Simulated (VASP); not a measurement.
# Ta (Fm-3m) in VASP: notebook, part 2 of 2

VASP 6.6.1. Earlier steps stand in the parts before.

## 4. Single point, PBE

This run uses another cell than the first one, of 18.85 Å³/atom, 2.035 times its volume.

Input file INCAR:

```
PREC     = Accurate       # precision mode
ENCUT    = 520            # plane-wave cutoff, eV
EDIFF    = 1E-6           # SCF threshold, eV
ISMEAR   = -1             # smearing method
SIGMA    = 0.08           # smearing width, eV
LREAL    = False          # projectors in reciprocal space
LASPH    = True           # aspherical terms in the spheres
NELM     = 60             # most SCF steps
ALGO     = Normal         # electronic algorithm
ISIF     = 2              # what is computed and relaxed
LWAVE    = False          # write WAVECAR
LCHARG   = False          # write CHGCAR
GGA      = PE             # functional
NBANDS   = 12             # bands
```

Input file KPOINTS:

```
regular mesh
0
Gamma
  16 16 16
```

Input file POSCAR:

```
Ta
1.0
    0.0000000000      2.1121900033      2.1121900033
    2.1121900033      0.0000000000      2.1121900033
    2.1121900033      2.1121900033      0.0000000000
Ta
1
Direct
    0.0000000000      0.0000000000      0.0000000000
```

Potentials or basis: VASP PAW PBE potentials, release 64 (Ta_pv).

Launch:

```sh
$ cat potpaw_PBE.64/Ta_pv/POTCAR > POTCAR
$ mpirun -np 1 vasp_std > vasp.out
```

OUTCAR:

```text
PREC = Accurate
   ENCUT = 520
   EDIFF = 1E-6
   ISMEAR = -1
   LREAL = False
   LASPH = True
   NELM = 60
   ISIF = 2
   GGA = PE

 ion  position               nearest neighbor table
   1  0.000  0.000  0.000-

  LATTYP: Found a face centered cubic cell.
 ALAT       =     4.2243800066

  Lattice vectors:

 A1 = (   0.0000000000,   2.1121900033,   2.1121900033)
 A2 = (   2.1121900033,   0.0000000000,   2.1121900033)
 A3 = (   2.1121900033,   2.1121900033,   0.0000000000)

Analysis of symmetry for initial positions (statically):
=====================================================================
 Subroutine PRICEL returns:
 Original cell was already a primitive cell.

 Routine SETGRP: Setting up the symmetry group for a
 face centered cubic supercell.

 Subroutine GETGRP returns: Found 48 space group operations
 (whereof 48 operations were pure point group operations)
 out of a pool of 48 trial point group operations.

The static configuration has the point symmetry O_h .

Analysis of symmetry for dynamics (positions and initial velocities):
=====================================================================
 Subroutine PRICEL returns:
 Original cell was already a primitive cell.

 Routine SETGRP: Setting up the symmetry group for a
 face centered cubic supercell.

 Subroutine GETGRP returns: Found 48 space group operations
 (whereof 48 operations were pure point group operations)
 out of a pool of 48 trial point group operations.

The dynamic configuration has the point symmetry O_h .

 Subroutine INISYM returns: Found 48 space group operations
 (whereof 48 operations are pure point group operations),
 and found     1 'primitive' translations

----------------------------------------------------------------------------------------

                                     Primitive cell

  volume of cell :      18.8464

  direct lattice vectors                    reciprocal lattice vectors
     0.000000000  2.112190003  2.112190003    -0.236721128  0.236721128  0.236721128
     2.112190003  0.000000000  2.112190003     0.236721128 -0.236721128  0.236721128
     2.112190003  2.112190003  0.000000000     0.236721128  0.236721128 -0.236721128

  length of vectors
     2.987087749  2.987087749  2.987087749     0.410013021  0.410013021  0.410013021

  position of ions in fractional coordinates (direct lattice)
     0.000000000  0.000000000  0.000000000

  ion indices of the primitive-cell ions
   primitive index   ion index
                 1           1

----------------------------------------------------------------------------------------

 KPOINTS: regular mesh

Automatic generation of k-mesh.
 Grid dimensions read from file:
 generate k-points for:   16   16   16

 Generating k-lattice:

  Cartesian coordinates                     Fractional coordinates (reciprocal lattice)
    -0.014795070  0.014795070  0.014795070     0.062500000  0.000000000  0.000000000
     0.014795070 -0.014795070  0.014795070     0.000000000  0.062500000  0.000000000
     0.014795070  0.014795070 -0.014795070     0.000000000  0.000000000  0.062500000

  Length of vectors
     0.025625814  0.025625814  0.025625814

  Shift w.r.t. Gamma in fractional coordinates (k-lattice)
     0.000000000  0.000000000  0.000000000

 Subroutine IBZKPT returns following result:
 ===========================================

 Found    145 irreducible k-points:

 Following reciprocal coordinates:
            Coordinates               Weight
  0.000000  0.000000  0.000000      1.000000
  0.062500  0.000000  0.000000      8.000000
  0.125000  0.000000  0.000000      8.000000
  0.187500  0.000000  0.000000      8.000000
  0.250000  0.000000  0.000000      8.000000
  0.312500  0.000000  0.000000      8.000000
[... 16 lines left out ...]
 -0.125000  0.062500  0.000000     24.000000
 -0.062500  0.062500  0.000000     12.000000
 [... further k-points ...]
   k-points           NKPTS =    145   k-points in BZ     NKDIM =    145   number of bands    NBANDS=     12
   number of dos      NEDOS =    301   number of ions     NIONS =      1
   total plane-waves  NPLWV =  13824
   dimension x,y,z NGX =    24 NGY =   24 NGZ =   24
   dimension x,y,z NGXF=    48 NGYF=   48 NGZF=   48
   ions per type =               1
   NGX,Y,Z   is equivalent  to a cutoff of  13.36, 13.36, 13.36 a.u.
   NGXF,Y,Z  is equivalent  to a cutoff of  26.71, 26.71, 26.71 a.u.
 SYSTEM =  unknown system
   PREC   = accura    normal or accurate (medium, high low for compatibility)
   ISTART =      0    job   : 0-new  1-cont  2-samecut
   ICHARG =      2    charge: 1-file 2-atom 10-const
   ISPIN  =      1    spin polarized calculation?
   LNONCOLLINEAR =      F non collinear calculations
   LSORBIT =      F    spin-orbit coupling
   LASPH  =      T    aspherical Exc in radial PAW
   ENCUT  =  520.0 eV  38.22 Ry    6.18 a.u.   5.55  5.55  5.55*2*pi/ulx,y,z
   NELM   =     60;   NELMIN=  2; NELMDL= -5     # of ELM steps
   EDIFF  = 0.1E-05   stopping-criterion for ELM
   LREAL  =      F    real-space projection
   EDIFFG = 0.1E-04   stopping-criterion for IOM
   NSW    =      0    number of steps for IOM
   IBRION =     -1    ionic relax: 0-MD 1-quasi-New 2-CG
   NFREE  =      0    steps in history (QN), initial steepest desc. (CG)
   ISIF   =      2    stress and relaxation
   ISYM   =      2    0-nonsym 1-usesym 2-fastsym
   POTIM  = 0.5000    time-step for ionic-motion
   TEBEG  =    0.0;   TEEND  =   0.0 temperature during run
   PSTRESS=    0.0 pullay stress
   NELECT =      11.0000    total number of electrons
   NUPDOWN=      -1.0000    fix difference up-down
   EMIN   =  10.00;   EMAX   =-10.00  energy-range for DOS
   EFERMI =   0.00;   METHOD = LEGACY
   ISMEAR =    -1;   SIGMA  =   0.08  broadening in eV -4-tet -1-fermi 0-gaus
   EFERMI_NEDOS =   21; number of points for ismear=-14 and -15
   IALGO  =     38    algorithm
   IMIX   =      4    mixing-type and parameters
     AMIX     =   0.40;   BMIX     =  1.00
     AMIX_MAG =   1.60;   BMIX_MAG =  1.00
  volume/ion in A,a.u.               =      18.85       127.18
  Fermi-wavevector in a.u.,A,eV,Ry     =   1.368136  2.585403 25.467349  1.871797
  Thomas-Fermi vector in A             =   2.494127
   LORBIT       =      0    0 simple, 1 ext, 2 COOP (PROOUT), +10 PAW based schemes
   GGA     = PE    functional components
   LHFCALC =     F    Hartree Fock is set to
   AEXX    =    0.0000 exact exchange contribution
   IVDW    =     0    specifies the selected vdW correction
   LEPSILON=     F    determine dielectric tensor
   LRPA    =     F    only Hartree local field effects (RPA)
 non-spin polarized calculation
  energy-cutoff  :      520.00
  volume of cell :       18.85
 maximum number of plane-waves:       531
 NGX is ok and might be reduce to    24
   NGX = 11   NGY = 11   NGZ = 11

 number of electron      11.0000001 magnetization

 Free energy of the ion-electron system (eV)
  ---------------------------------------------------
  ext. energy  EPLUGINS =         0.00000000
  ---------------------------------------------------
  free energy    TOTEN  =       -11.58731418 eV

  energy without entropy =      -11.56130824  energy(sigma->0) =      -11.57431121

 E-fermi :   5.4918     XC(G=0): -12.3917

 val. band max:        5.4874741623   @ k =   0.4375   0.3125   0.0625
 cond. band min:       5.5084887999   @ k =   0.3750   0.1875   0.0625
 fundamental gap:      0.0210146376
 Fermi energy:         5.4917815754

 k-point     1 :       0.0000    0.0000    0.0000
  band No.  band energies     occupation
      1     -28.1496      2.00000
      2     -28.1496      2.00000
      3     -28.1496      2.00000
      4      -2.6184      2.00000
      5       5.9415      0.00722
      6       5.9415      0.00722
      7       5.9415      0.00722
      8       8.9232      0.00000
      9       8.9232      0.00000
     10      17.9456      0.00000
     11      19.6112      0.00000
     12      22.7847      0.00000
[... 331 lines left out ...]
 k-point    24 :      -0.0625    0.0625    0.0000
  band No.  band energies     occupation
      1     -28.2477      2.00000
      2     -28.1781      2.00000
      3     -28.1565      2.00000
      4      -2.2075      2.00000
      5       5.5834      0.48283
      6       6.1255      0.00073
      7       6.1558      0.00050
      8       8.5727      0.00000
      9       8.9211      0.00000
     10      18.7903      0.00000
     11      19.6104      0.00000
     12      21.3375      0.00000

 [... further k-points ...]

------------------------ aborting loop because EDIFF is reached ----------------------------------------

  FORCE on cell =-STRESS in cart. coord.  units (eV):
  Direction    XX          YY          ZZ          XY          YZ          ZX
  --------------------------------------------------------------------------------------
  -------------------------------------------------------------------------------------
  Total        0.0014571      0.0014571      0.0014571      0.0000000     -0.0000000      0.0000000
  in kB        0.1238707      0.1238707      0.1238707      0.0000000     -0.0000000      0.0000000
  external PRESSURE =       0.1238707 kB  Pullay stress =       0.0000000 kB

 VOLUME and BASIS-vectors are now :
 -----------------------------------------------------------------------------
  energy-cutoff  :      520.00
  volume of cell :       18.85
      direct lattice vectors                 reciprocal lattice vectors
     0.000000000  2.112190003  2.112190003    -0.236721128  0.236721128  0.236721128
     2.112190003  0.000000000  2.112190003     0.236721128 -0.236721128  0.236721128
     2.112190003  2.112190003  0.000000000     0.236721128  0.236721128 -0.236721128

 POSITION                                       TOTAL-FORCE (eV/Angst)
 -----------------------------------------------------------------------------------
      0.00000      0.00000      0.00000        -0.000000     -0.000000     -0.000000
 -----------------------------------------------------------------------------------
    total drift:                               -0.000000     -0.000000     -0.000000

  FREE ENERGIE OF THE ION-ELECTRON SYSTEM (eV)
  ---------------------------------------------------
  free  energy   TOTEN  =       -11.5873141768 eV

  energy  without entropy=      -11.5613082386  energy(sigma->0) =      -11.57431121
```

It took 32 s on 1 thread of Intel Xeon 8259CL, shared host; peak memory 0.16 GiB.

What came out:

```
Free energy : -11.5873 eV
Pressure    : 0.0 GPa
```

Levels at points of the mesh, in eV from the Fermi level:
| k point | band 3 | band 4 | band 5 | band 6 | band 7 | band 8 |
| --- | --- | --- | --- | --- | --- | --- |
| (0.00, 0.00, 0.00) | -33.64 | -8.11 | 0.45 | 0.45 | 0.45 | 3.43 |
| (0.50, 0.00, 0.00) | -33.78 | -4.60 | 0.23 | 0.23 | 0.67 | 5.75 |
| (0.50, 0.50, 0.00) | -34.00 | -4.37 | -3.32 | 2.87 | 5.74 | 6.43 |

Caveat: spin-orbit coupling is left out, which moves the levels of the heavy elements.

## 5. Overview

| cell | k mesh | gap on the mesh (eV) | pressure (GPa) |
| --- | --- | --- | --- |
| a = 2.357 Å, angles 60.0°, 1 atom | 20 × 20 × 20 | none | 493.7 |
| a = 2.353 Å, angles 60.0°, 1 atom | 20 × 20 × 20 | none | 502.2 |
| a = 2.987 Å, angles 60.0°, 1 atom | 16 × 16 × 16 | none | 0.0 |

Alike in all rows: task single point; level PBE; potentials or basis VASP PAW PBE potentials, release 64 (Ta_pv); no spin polarisation; cutoff (eV) 520; smearing fermi-dirac 0.08 eV.

Caveats: spin-orbit coupling is left out, which moves the levels of the heavy elements.

Total energies depend on the potentials used, so only differences within one code and one set of settings carry meaning.
